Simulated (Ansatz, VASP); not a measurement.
**Mg: VASP beside Ansatz**

File INCAR:

```
SYSTEM = Mg
PREC = Accurate
ENCUT = 520
EDIFF = 1E-7
ISMEAR = -1
SIGMA = 0.08
LREAL = .FALSE.
LASPH = .TRUE.
NELM = 100
ALGO = Normal
ISIF = 2
LWAVE = .FALSE.
LCHARG = .FALSE.
GGA = PE
NBANDS = 9
```

File KPOINTS:

```
Automatic mesh
0
G
  12 12 7
  0 0 0
```

File POSCAR:

```
Mg
1.0
    3.2092715325      0.0320927153      0.0320927153
   -1.5768426594      2.7632643171      0.0117467491
    0.0521033000      0.0521033000      5.2103300000
Mg
2
Direct
    0.3333333333      0.6666666667      0.2500000000
    0.6666666667      0.3333333333      0.7500000000
```

Input for Ansatz:

```yaml
crystal:
  lattice:
    - [3.2092715325, 0.0320927153, 0.0320927153]
    - [-1.5768426594, 2.7632643171, 0.0117467491]
    - [0.0521033, 0.0521033, 5.21033]
  atoms:
    - { symbol: Mg, position: [0.3333333333, 0.6666666667, 0.25] }
    - { symbol: Mg, position: [0.6666666667, 0.3333333333, 0.75] }
kpoints:
  mp_grid: { grid: [12, 12, 7] }
  band_path:
    path:
      - [0.0, 0.0, 0.0]
      - [0.0, -0.5, 0.0]
      - [0.0, 0.0, 0.5]
      - [0.0, 0.0, 0.0]
      - [-0.5, 0.0, 0.0]
      - [-0.5, 0.5, -0.5]
      - [0.0, 0.0, 0.0]
      - [-0.5, 0.0, -0.5]
      - [-0.5, 0.5, 0.0]
    npoints: 5
scf:
  occupations: { method: fermi_dirac, width: 0.08 }
hamiltonian:
  xc: pbe
  pseudopotentials: { kind: all_electron, lapw: { basis_error: 0.0005 } }
output:
  forces: true
  stress: true
  eigenvalues: true
```

Change from the starting cell: equal xy, yz and zx shear strains of +2 %.

Alike in both runs: task single point; functional PBE; k mesh 12 × 12 × 7; occupations fermi-dirac, width 0.08 eV; no spin polarisation.

```csv
,VASP,Ansatz
version,VASP 6.6.1,Ansatz 0.2.0
potentials or method,"VASP PAW PBE potentials, release 64 (Mg), cutoff 520 eV","all-electron LAPW, scalar-relativistic"
```

|  | VASP | Ansatz | Ansatz less VASP |
| --- | --- | --- | --- |
| pressure (GPa) | -0.5 | -0.4 | +0.11 |
| traceless stress, the component that is largest in VASP (GPa) | -0.44 | -0.44 | +0.002 |
| rms of the force components (eV/Å) | 0.007 | 0.007 | +0.0001 |

Atom by atom the forces differ by 0.000 eV/Å (rms over components). Ansatz ran all-electron here, and VASP with PAW potentials.
